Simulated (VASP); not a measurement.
# CdTe (F-43m) in VASP: a series of runs, part 2 of 2

VASP 6.6.1. Earlier steps stand in the parts before.

### Step 4. Single point, PBE, non-collinear spin, zero start, spin-orbit coupling (volume scaled by 0.96)

Contents of INCAR:

```
PREC     = Accurate       # precision mode
ENCUT    = 520            # plane-wave cutoff, eV
EDIFF    = 1E-6           # SCF threshold, eV
ISMEAR   = 0              # smearing method
SIGMA    = 0.05           # smearing width, eV
LREAL    = F              # projectors in reciprocal space
LASPH    = T              # aspherical terms in the spheres
NELM     = 150            # most SCF steps
ALGO     = Normal         # electronic algorithm
ISIF     = 2              # what is computed and relaxed
LWAVE    = F              # write WAVECAR
LCHARG   = F              # write CHGCAR
MAGMOM   = 0 0 0 0 0 0    # initial moments
LORBIT   = 11             # projections on sites
LSORBIT  = T              # spin-orbit coupling
GGA_COMPAT= F            
LORBMOM  = T            
GGA      = PE             # functional
NBANDS   = 30             # bands
```

Contents of KPOINTS:

```
Automatic mesh
0
Gamma
  6 6 6
```

Contents of POSCAR:

```
CdTe
1.0
    0.0000000000      3.1616825948      3.1616825948
    3.1616825948      0.0000000000      3.1616825948
    3.1616825948      3.1616825948      0.0000000000
Cd Te
1 1
Direct
    0.0000000000      0.0000000000      0.0000000000
    0.2500000000      0.2500000000      0.2500000000
```

Potentials or basis: VASP PAW PBE potentials, release 64 (Cd, Te).

Launch:

```console
cat potpaw_PBE.64/Cd/POTCAR potpaw_PBE.64/Te/POTCAR > POTCAR
mpirun -np 1 vasp_ncl > vasp.out
```

OUTCAR:

```text
PREC = Accurate
   ENCUT = 520
   EDIFF = 1E-6
   ISMEAR = 0
   LREAL = F
   LASPH = T
   NELM = 150
   ISIF = 2
   LORBIT = 11
   LSORBIT = T
   GGA = PE

 ion  position               nearest neighbor table
   1  0.000  0.000  0.000-   2 2.74   2 2.74   2 2.74   2 2.74
   2  0.250  0.250  0.250-   1 2.74   1 2.74   1 2.74   1 2.74

  LATTYP: Found a face centered cubic cell.
 ALAT       =     6.3233651896

  Lattice vectors:

 A1 = (   0.0000000000,   3.1616825948,   3.1616825948)
 A2 = (   3.1616825948,   0.0000000000,   3.1616825948)
 A3 = (   3.1616825948,   3.1616825948,   0.0000000000)

Analysis of symmetry for initial positions (statically):
=====================================================================
 Subroutine PRICEL returns:
 Original cell was already a primitive cell.

 Routine SETGRP: Setting up the symmetry group for a
 face centered cubic supercell.

 Subroutine GETGRP returns: Found 24 space group operations
 (whereof 24 operations were pure point group operations)
[... 988 lines left out ...]
     0.0000000     0.0000000     0.0000000     0.0000000     0.0000000     0.0000000     0.0000000
     0.0000000     0.0000000     0.0000000     0.0000000     0.0000000     0.0000000     0.0000000
     0.0000000     0.0000000     0.0000000     0.0000000     0.0000000     0.0000000     0.0000000
     0.0000000     0.0000000     0.0000000     0.0000000     0.0000000     0.0000000     0.0000000
     0.0000000     0.0000000     0.0000000     0.0000000     0.0000000     0.0000000     0.0000000
     0.0000000     0.0000000     0.0000000     0.0000000     0.0000000     0.0000000     0.0000000

 Ion:    2  E_soc:     -0.1896777
 l=   1
     0.0000000    -0.0315236    -0.0315236
    -0.0315236     0.0000000    -0.0315236
    -0.0315236    -0.0315236     0.0000000
 l=   2
     0.0000000    -0.0000342     0.0000000    -0.0000342    -0.0000551
    -0.0000342     0.0000000    -0.0000413    -0.0000342    -0.0000138
     0.0000000    -0.0000413     0.0000000    -0.0000413     0.0000000
    -0.0000342    -0.0000342    -0.0000413     0.0000000    -0.0000138
    -0.0000551    -0.0000138     0.0000000    -0.0000138     0.0000000
 l=   3
     0.0000000     0.0000000     0.0000000     0.0000000     0.0000000     0.0000000     0.0000000
     0.0000000     0.0000000     0.0000000     0.0000000     0.0000000     0.0000000     0.0000000
     0.0000000     0.0000000     0.0000000     0.0000000     0.0000000     0.0000000     0.0000000
     0.0000000     0.0000000     0.0000000     0.0000000     0.0000000     0.0000000     0.0000000
     0.0000000     0.0000000     0.0000000     0.0000000     0.0000000     0.0000000     0.0000000
     0.0000000     0.0000000     0.0000000     0.0000000     0.0000000     0.0000000     0.0000000
     0.0000000     0.0000000     0.0000000     0.0000000     0.0000000     0.0000000     0.0000000

 total charge

# of ion       s       p       d       tot
------------------------------------------
    1        0.484   0.364   9.530  10.378
    2        1.347   2.102   0.027   3.475
--------------------------------------------------
tot          1.831   2.466   9.556  13.853

 magnetization (x)

# of ion       s       p       d       tot
------------------------------------------
    1        0.000   0.000  -0.000   0.000
    2        0.000   0.000   0.000   0.000
--------------------------------------------------
tot          0.000   0.000  -0.000   0.000

 magnetization (y)

# of ion       s       p       d       tot
------------------------------------------
    1        0.000   0.000  -0.000  -0.000
    2        0.000   0.000   0.000   0.000
--------------------------------------------------
tot          0.000   0.000  -0.000  -0.000

 magnetization (z)

# of ion       s       p       d       tot
------------------------------------------
    1        0.000   0.000  -0.000   0.000
    2       -0.000   0.000   0.000  -0.000
--------------------------------------------------
tot          0.000   0.000  -0.000   0.000
```

OSZICAR:

```text
N       E                     dE             d eps       ncg     rms          rms(c)
DAV:   1     0.114679851357E+03    0.11468E+03   -0.81965E+03  1328   0.106E+03
DAV:   2     0.407497881961E+00   -0.11427E+03   -0.10958E+03  1452   0.267E+02
DAV:   3    -0.492283183286E+01   -0.53303E+01   -0.53018E+01  1562   0.589E+01
DAV:   4    -0.498584926349E+01   -0.63017E-01   -0.63002E-01  1596   0.571E+00
DAV:   5    -0.498690314600E+01   -0.10539E-02   -0.10539E-02  1560   0.680E-01    0.719E+00
DAV:   6    -0.476826394551E+01    0.21864E+00   -0.35954E-01  1462   0.845E+00    0.547E+00
DAV:   7    -0.475289240516E+01    0.15372E-01   -0.14159E-01  1446   0.249E+00    0.263E+00
DAV:   8    -0.475386258358E+01   -0.97018E-03   -0.10365E-02  1476   0.104E+00    0.105E+00
DAV:   9    -0.475385505940E+01    0.75242E-05   -0.57846E-04  1576   0.248E-01    0.387E-01
DAV:  10    -0.475406282211E+01   -0.20776E-03   -0.55646E-04  1480   0.209E-01    0.658E-02
DAV:  11    -0.475408461583E+01   -0.21794E-04   -0.32682E-05  1546   0.682E-02    0.288E-02
DAV:  12    -0.475410418551E+01   -0.19570E-04   -0.23942E-05  1422   0.313E-02    0.135E-02
DAV:  13    -0.475410606497E+01   -0.18795E-05   -0.11379E-06  1356   0.107E-02    0.684E-03
DAV:  14    -0.475410705458E+01   -0.98961E-06   -0.91005E-07  1236   0.566E-03
   1 F= -.47541071E+01 E0= -.47541071E+01  d E =-.426710E-11  mag=    -0.0000     0.0000     0.0000
```

stdout:

```text
POSCAR found type information on POSCAR CdTe
 POSCAR found :  2 types and       2 ions
 scaLAPACK will be used
 LDA part: xc-table for (Slater+PW92), standard interpolation
 POSCAR, INCAR and KPOINTS ok, starting setup
 FFT: planning ... GRIDC
 FFT: planning ... GRID_SOFT
 FFT: planning ... GRID
 WAVECAR not read
 entering main loop
```

It took 76 s on 1 thread of Intel Xeon Platinum 8488C (Sapphire Rapids), shared host; peak memory 0.39 GiB.

What came out:

- Free energy: -4.7541 eV
- Pressure: 6.9 GPa
- Net moment: 0.00 μB per cell
- Valence electrons inside the program's atomic spheres: Cd 10.38; Te 3.48

Moments on the atoms (μB; x, y, z):
```
Cd  0.00 0.00 0.00
Te  0.00 0.00 0.00
```

### Step 5. The runs side by side

| spin | cell | k mesh | cutoff (eV) | pressure (GPa) | moment (μB) |
| --- | --- | --- | --- | --- | --- |
| non-collinear, zero start, SOC | a = 4.533 Å, angles 60.0°, 2 atoms | 8 × 8 × 8 | 500 | 4.4 | 0.00 |
| off | a = 4.533 Å, angles 60.0°, 2 atoms | 10 × 10 × 10 | 520 | 4.4 | - |
| non-collinear, zero start, SOC | a = 4.471 Å, angles 60.0°, 2 atoms | 6 × 6 × 6 | 520 | 6.9 | 0.00 |

Alike in all rows: task single point; level PBE; potentials or basis VASP PAW PBE potentials, release 64 (Cd, Te); smearing gaussian 0.05 eV.

Total energies depend on the potentials used, so only differences within one code and one set of settings carry meaning.
